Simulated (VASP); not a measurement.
BN:

```xyz
4
Lattice="2.4982 0.0000 0.0000 -1.2491 2.1635 0.0000 0.0000 0.0000 6.6357" Properties=species:S:1:pos:R:3 pbc="T T T"
N     1.2491    0.7212    1.6589
N     0.0000    1.4424    4.9768
B     1.2491    0.7212    4.9768
B     0.0000    1.4424    1.6589
```

```yaml
Program: VASP 6.6.1
Task: relaxation of cell and atoms
Functional: revPBE
Potentials_or_basis: VASP PAW PBE potentials, release 64 (N_h, B_h)
Cutoff: 910 eV
k_mesh: 12 × 12 × 4
Occupations: fermi-dirac, width 0.05 eV
Spin: no spin polarisation
```

At the start: pressure 7.6 GPa; volume 8.97 Å³/atom.

Question: How do energy, volume and symmetry change on relaxing?

Answer: Over 9 steps the energy falls by 16.7 meV/atom and the volume is 10.09 Å³/atom (+12.5 %); space group P6_3/mmc (No. 194, to 0.1 Å) before and after.

The path:
```
step  energy change (eV)  largest force (eV/Å)  pressure (GPa)  volume (Å³)
   1              0.0000                0.0000            7.58        35.87
   2              0.0348                0.0000           -9.47        38.11
   3             -0.0211                0.0000            0.62        36.71
   4             -0.0302                0.0000            0.51        37.09
   5             -0.0513                0.0000            0.21        38.25
   6             -0.0668                0.0000           -0.41        40.57
   7             -0.0669                0.0000           -0.37        40.40
   8             -0.0641                0.0000            2.27        40.05
   9             -0.0670                0.0000            0.00        40.35
```

Final structure:
```yaml
crystal:
  lattice:
    - [2.51842, 0.00000, 0.00000]
    - [-1.25921, 2.18102, 0.00000]
    - [0.00000, 0.00000, 7.34619]
  atoms:
    - { symbol: N, position: [0.66667, 0.33333, 0.25000] }
    - { symbol: N, position: [0.33333, 0.66667, 0.75000] }
    - { symbol: B, position: [0.66667, 0.33333, 0.75000] }
    - { symbol: B, position: [0.33333, 0.66667, 0.25000] }
```

Caveat: the cutoff is under 1.25 times the usual one of these potentials, so pressure, stress and relaxed cells hold a basis-set (Pulay) error; the PAW data sets were made with another functional, which shifts forces and pressure a little; this functional lacks dispersion, which binds the layers, so the pressure and a relaxed spacing across them are unreliable.
